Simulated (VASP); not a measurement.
# VO2 (P4_2/mnm) in VASP: settings compared, part 2 of 2

VASP 6.6.1. Earlier steps stand in the parts before.

### Step 4. Single point, PBE+D3(BJ), collinear spin, ferromagnetic start

This run uses another cell than the first one, of 9.77 Å³/atom.

INCAR reads:

```
PREC = Accurate
ENCUT = 600
EDIFF = 1E-6
ISMEAR = -1
SIGMA = 0.05
LREAL = F
LASPH = T
NELM = 200
ALGO = Normal
ISIF = 2
LWAVE = F
LCHARG = F
ISPIN = 2
MAGMOM = 2 2 0 0 0 0
LORBIT = 11
LMAXMIX = 4
GGA = PE
IVDW = 12
NBANDS = 38
GGA_COMPAT = F
```

KPOINTS reads:

```
regular mesh
0
Gamma
  6 6 9
```

POSCAR reads:

```
VO2
1.0
    4.5550568238      0.0000000000      0.0000000000
    0.0000000000      4.5550568238      0.0000000000
    0.0000000000      0.0000000000      2.8247498222
V O
2 4
Direct
    0.5000000000      0.5000000000      0.5000000000
    0.0000000000      0.0000000000      0.0000000000
    0.2006917301      0.7993082699      0.5000000000
    0.7993082699      0.2006917301      0.5000000000
    0.7006917301      0.7006917301      0.0000000000
    0.2993082699      0.2993082699      0.0000000000
```

Run with:

```console
$ cat potpaw_PBE.64/V_sv/POTCAR potpaw_PBE.64/O/POTCAR > POTCAR
$ mpirun -np 1 vasp_std > vasp.out
```

Run time: 6.1 min. Hardware: 1 thread of Oxide Virtual Turin-like, shared host; peak memory 0.29 GiB.

Results (log left out):

* Free energy: -53.4105 eV
* Pressure: 0.7 GPa
* Largest force: 0.029 eV/Å
* Band gap on the k mesh: zero (filled and empty bands overlap)
* Net moment: 2.00 μB per cell
* Site moments: V +1.04; O -0.05 μB
* Valence electrons inside the program's atomic spheres: V 11.56; O 5.05
* Dispersion energy per atom: -0.242 eV

Forces in eV/Å, atoms in the order of the input:
```
V    0.000  0.000  0.000
V    0.000  0.000  0.000
O    0.020 -0.020  0.000
O   -0.020  0.020  0.000
O    0.020  0.020  0.000
O   -0.020 -0.020  0.000
```

Stress tensor (GPa, compression positive):
```
0.58 0.00 0.00
0.00 0.58 0.00
0.00 0.00 0.92
```

Levels at points of the mesh, in eV from the Fermi level:
Spin up:
```
           k point  band 23  band 24  band 25  band 26  band 27  band 28  band 29  band 30
(0.00, 0.00, 0.00)    -1.95    -1.52    -1.04    -0.81    -0.33    -0.33    -0.25     1.87
(0.50, 0.00, 0.00)    -2.21    -2.21    -0.33    -0.33     0.31     0.31     1.00     1.00
(0.50, 0.50, 0.00)    -2.73    -2.73    -1.01    -1.01    -0.31    -0.31     1.41     1.41
```
Spin down:
| k point | band 20 | band 21 | band 22 | band 23 | band 24 | band 25 | band 26 | band 27 | band 28 | band 29 |
| --- | --- | --- | --- | --- | --- | --- | --- | --- | --- | --- |
| (0.00, 0.00, 0.00) | -3.48 | -2.15 | -2.04 | -2.04 | -1.52 | 0.16 | 0.21 | 0.80 | 0.93 | 0.93 |
| (0.50, 0.00, 0.00) | -4.87 | -3.12 | -3.12 | -2.28 | -2.28 | 0.77 | 0.77 | 1.50 | 1.50 | 1.97 |
| (0.50, 0.50, 0.00) | -3.90 | -2.85 | -2.85 | -2.79 | -2.79 | 0.11 | 0.11 | 0.95 | 0.95 | 2.28 |

Caveat: semilocal functionals often make such compounds metallic where correlation or magnetic order opens a gap, which also shifts bond lengths.

### Step 5. Single point, revPBE+D3(BJ), collinear spin, ferromagnetic start

This run uses another cell than the first one, of 9.76 Å³/atom.

INCAR reads:

```
SYSTEM = VO2
  PREC = Accurate
  ENCUT = 600
  EDIFF = 1E-6
  ISMEAR = -1
  SIGMA = 0.05
  LREAL = .FALSE.
  LASPH = .TRUE.
  NELM = 200
  ALGO = Normal
  ISIF = 2
  LWAVE = .FALSE.
  LCHARG = .FALSE.
  ISPIN = 2
  MAGMOM = 2 2 0 0 0 0
  LORBIT = 11
  LMAXMIX = 4
  GGA = RE
  IVDW = 12
  NBANDS = 38
  GGA_COMPAT = .FALSE.
```

KPOINTS reads:

```
regular mesh
0
G
  6 6 9
  0 0 0
```

POSCAR reads:

```
VO2
1.0
    4.5528858239      0.0000000000      0.0000000000
    0.0000000000      4.5528858239      0.0000000000
    0.0000000000      0.0000000000      2.8262394386
V O
2 4
Direct
    0.5000000000      0.5000000000      0.5000000000
    0.0000000000      0.0000000000      0.0000000000
    0.2009396201      0.7990603799      0.5000000000
    0.7990603799      0.2009396201      0.5000000000
    0.7009396201      0.7009396201      0.0000000000
    0.2990603799      0.2990603799      0.0000000000
```

Run with:

```console
$ cat potpaw_PBE.64/V_sv/POTCAR potpaw_PBE.64/O/POTCAR > POTCAR
$ mpirun -np 1 vasp_std > vasp.out
```

Run time: 8 min. Hardware: 1 thread of Oxide Virtual Turin-like, shared host; peak memory 0.3 GiB.

It converged, with:

```
Free energy                                           : -52.5182 eV
Pressure                                              : 0.7 GPa
Largest force                                         : 0.027 eV/Å
Band gap on the k mesh                                : zero (filled and empty bands overlap)
Net moment                                            : 2.00 μB per cell
Site moments                                          : V +1.06; O -0.06 μB
Valence electrons inside the program's atomic spheres : V 11.55; O 5.07
Dispersion energy per atom                            : -0.474 eV
```

Forces on the atoms (eV/Å):
```
V    0.000  0.000  0.000
V    0.000  0.000  0.000
O    0.019 -0.019  0.000
O   -0.019  0.019  0.000
O    0.019  0.019  0.000
O   -0.019 -0.019  0.000
```

Stress tensor (GPa, compression positive):
```
0.57 0.00 0.00
0.00 0.57 0.00
0.00 0.00 0.88
```

Levels at points of the mesh, in eV from the Fermi level:
Spin up:
```csv
k point,band 22,band 23,band 24,band 25,band 26,band 27,band 28,band 29,band 30,band 31
"(0.00, 0.00, 0.00)",-1.93,-1.93,-1.49,-1.04,-0.81,-0.34,-0.34,-0.26,1.87,1.95
"(0.50, 0.00, 0.00)",-3.21,-2.19,-2.19,-0.34,-0.34,0.32,0.32,1.00,1.00,3.73
"(0.50, 0.50, 0.00)",-2.79,-2.72,-2.72,-1.02,-1.02,-0.32,-0.32,1.41,1.41,3.36
```
Spin down:
| k point | band 22 | band 23 | band 24 | band 25 | band 26 | band 27 |
| --- | --- | --- | --- | --- | --- | --- |
| (0.00, 0.00, 0.00) | -2.03 | -2.03 | -1.51 | 0.22 | 0.26 | 0.84 |
| (0.50, 0.00, 0.00) | -3.11 | -2.28 | -2.28 | 0.83 | 0.83 | 1.56 |
| (0.50, 0.50, 0.00) | -2.84 | -2.78 | -2.78 | 0.17 | 0.17 | 1.00 |

Caveat: the PAW data sets were made with another functional, which shifts forces and pressure a little; semilocal functionals often make such compounds metallic where correlation or magnetic order opens a gap, which also shifts bond lengths. With open d or f shells a metallic result of revPBE can be an artefact of self-interaction; +U or a hybrid may open a gap.

### Step 6. The runs side by side

| level | cell | gap on the mesh (eV) | pressure (GPa) | moment (μB) | largest force (eV/Å) |
| --- | --- | --- | --- | --- | --- |
| PBEsol | a = 4.507, b = 4.507, c = 3.044 Å, 6 atoms, atomic positions A | none | -16.0 | 2.00 | 0.28 |
| PBEsol+D4 | a = 4.521, b = 4.521, c = 2.794 Å, 6 atoms, atomic positions B | none | 0.6 | 1.95 | 0.03 |
| PBE+D3(BJ) | a = 4.555, b = 4.555, c = 2.825 Å, 6 atoms, atomic positions C | none | 0.7 | 2.00 | 0.03 |
| revPBE+D3(BJ) | a = 4.553, b = 4.553, c = 2.826 Å, 6 atoms, atomic positions D | none | 0.7 | 2.00 | 0.03 |

Alike in all rows: task single point; potentials or basis VASP PAW PBE potentials, release 64 (V_sv, O); spin collinear, ferromagnetic start; k mesh 6 × 6 × 9; cutoff (eV) 600; smearing fermi-dirac 0.05 eV.

Caveats: semilocal functionals often make such compounds metallic where correlation or magnetic order opens a gap, which also shifts bond lengths; the PAW data sets were made with another functional, which shifts forces and pressure a little (at least some runs); the stress differs along the axes, from -29 to -10 GPa (at least some runs).

Absolute energies hang on the potentials; compare differences alone.
